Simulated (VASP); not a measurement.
Write the native input for VASP 6.6.1 that does the following.

- Task: single point
- Functional: r2SCAN
- Potentials or basis: VASP PAW PBE potentials, release 64 (Sb, P)
- Cutoff: 520 eV
- k mesh: 10 × 10 × 6
- Occupations: gaussian, width 0.1 eV
- Spin: no spin polarisation
- Dipole correction: no
- Further INCAR settings: ALGO = Normal; EDIFF = 1e-06; NBANDS = 24

Crystal: SbP2.

```
Sb P
1.0
     4.44234    0.00000    0.00000
     0.00000    4.44234    0.00000
     0.00000    0.00000    6.33842
Sb P
2 4
Direct
  0.00000 0.50000 0.51487
  0.50000 0.00000 0.48513
  0.00000 0.00000 0.00000
  0.50000 0.50000 0.00000
  0.00000 0.50000 0.10636
  0.50000 0.00000 0.89364
```

These files were run (other wordings do the same):

POSCAR

```
SbP2
1.0
    4.4423366829      0.0000000000      0.0000000000
    0.0000000000      4.4423366829      0.0000000000
    0.0000000000      0.0000000000      6.3384211877
Sb P
2 4
Direct
    0.0000000000      0.5000000000      0.5148682634
    0.5000000000      0.0000000000      0.4851317366
    0.0000000000      0.0000000000      0.0000000000
    0.5000000000      0.5000000000      0.0000000000
    0.0000000000      0.5000000000      0.1063557490
    0.5000000000      0.0000000000      0.8936442510
```

INCAR.step1

```
PREC = Accurate ; ENCUT = 520
ISMEAR = 0 ; SIGMA = 0.1
LREAL = F ; LASPH = T
NELM = 80 ; NBANDS = 24
GGA = PE ; ALGO = Normal
EDIFF = 1E-4 ; LWAVE = T
LCHARG = F
```

INCAR.step2

```
PREC = Accurate ; ENCUT = 520
EDIFF = 1E-6 ; ISMEAR = 0
SIGMA = 0.1 ; LREAL = F
LASPH = T ; NELM = 80
ALGO = Normal ; ISIF = 2
LWAVE = F ; LCHARG = F
METAGGA = R2SCAN ; LMIXTAU = T
NBANDS = 24 ; ISTART = 1
```

KPOINTS

```
regular mesh
0
Gamma
  10 10 6
```

Potentials or basis: VASP PAW PBE potentials, release 64 (Sb, P).

Run with:

```console
$ cat potpaw_PBE.64/Sb/POTCAR potpaw_PBE.64/P/POTCAR > POTCAR
$ cp INCAR.step1 INCAR
$ mpirun -np 1 vasp_std > vasp.out
$ cp INCAR.step2 INCAR
$ mpirun -np 1 vasp_std > vasp.out
```

Results of the run:

| Item | Value |
| --- | --- |
| Pressure | -0.2 GPa |
| Largest force | 0.048 eV/Å |
| Band gap on the k mesh | zero (bands 15 and 16 overlap by 2.88 eV) |

Caveat: the PAW data sets were made with another functional, which shifts forces and pressure a little; spin-orbit coupling is left out, which moves the levels of the heavy elements.

Run time: 17 min on 1 thread of Intel Xeon 8259CL, on a shared host, peak memory 0.39 GiB.
